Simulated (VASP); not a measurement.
Write the native input for VASP 6.6.1 that does the following.

```
Task                   : single point
Functional             : PBE
Potentials or basis    : VASP PAW PBE potentials, release 64 (Ca_sv, F)
Cutoff                 : 600 eV
k mesh                 : 5 × 5 × 5
Occupations            : methfessel-paxton, width 0.01 eV
Spin                   : no spin polarisation
Dipole correction      : no
Further INCAR settings : ALGO = Normal; EDIFF = 1e-06; NBANDS = 19
```

The structure of CaF2 (Fluorite) lies in POSCAR:

```
CaF2
1.0
    0.0000000000      2.7310000000      2.7310000000
    2.7310000000      0.0000000000      2.7310000000
    2.7310000000      2.7310000000      0.0000000000
Ca F
1 2
Direct
    0.0000000000      0.0000000000      0.0000000000
    0.2500000000      0.2500000000      0.2500000000
    0.7500000000      0.7500000000      0.7500000000
```

These files were run (other wordings do the same):

INCAR

```
SYSTEM = CaF2
PREC     = Accurate       ! precision mode
ENCUT    = 600            ! plane-wave cutoff, eV
EDIFF    = 1E-6           ! SCF threshold, eV
ISMEAR   = 1              ! smearing method
SIGMA    = 0.01           ! smearing width, eV
LREAL    = .False.        ! projectors in reciprocal space
LASPH    = .True.         ! aspherical terms in the spheres
NELM     = 120            ! most SCF steps
ALGO     = Normal         ! electronic algorithm
ISIF     = 2              ! what is computed and relaxed
LWAVE    = .False.        ! write WAVECAR
LCHARG   = .True.         ! write CHGCAR
GGA      = PE             ! functional
LELF     = .True.         ! ELF
LVHAR    = .True.       
NBANDS   = 19             ! bands
GGA_COMPAT= .False.
```

KPOINTS

```
regular mesh
0
Gamma
  5 5 5
  0 0 0
```

Potentials or basis: VASP PAW PBE potentials, release 64 (Ca_sv, F).

Command:

```console
$ cat potpaw_PBE.64/Ca_sv/POTCAR potpaw_PBE.64/F/POTCAR > POTCAR
$ mpirun -np 1 vasp_std > vasp.out
```

Results of the run:

- Pressure: 2.5 GPa
- Band gap on the k mesh: 7.34 eV, indirect (least direct gap 7.54 eV)

Run time: 16 s on 1 thread of Intel Xeon 8259CL, on a shared host, peak memory 0.17 GiB.
